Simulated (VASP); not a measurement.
A run of VASP 6.6.1 is set up as follows.

Contents of INCAR:

```
  PREC = Accurate
  ENCUT = 520
  EDIFF = 1E-6
  ISMEAR = 0
  SIGMA = 0.05
  LREAL = F
  LASPH = T
  NELM = 80
  ALGO = Normal
  ISIF = 2
  LWAVE = F
  LCHARG = F
  GGA = PE
  NBANDS = 16
```

KPOINTS

```
Automatic mesh
0
Gamma
  10 10 10
```

Contents of POSCAR:

```
GaN
1.0
    0.0000000000      2.2535006075      2.1408255771
    2.2535006075      0.0000000000      2.1408255771
    2.2535006075      2.2535006075      0.0000000000
Ga N
1 1
Direct
    0.0000000000      0.0000000000      0.0000000000
    0.7500000000      0.7500000000      0.7500000000
```

Potentials or basis: VASP PAW PBE potentials, release 64 (Ga_d, N).

Launch:

```bash
$ cat potpaw_PBE.64/Ga_d/POTCAR potpaw_PBE.64/N/POTCAR > POTCAR
$ mpirun -np 1 vasp_std > vasp.out
```

Problem. What does it give for the band gap on the k mesh?

Solution. 1.90 eV, direct.

Problem. What does it give for the pressure?

Solution. 15.9 GPa.

Stress tensor (GPa, compression positive):
```
14.18  0.00  0.00
 0.00 14.18  0.00
 0.00  0.00 19.30
```

Caveat: the cell differs from its parent crystal (strain -0.0500 x Voigt [0, 0, 1, 0, 0, 0]).
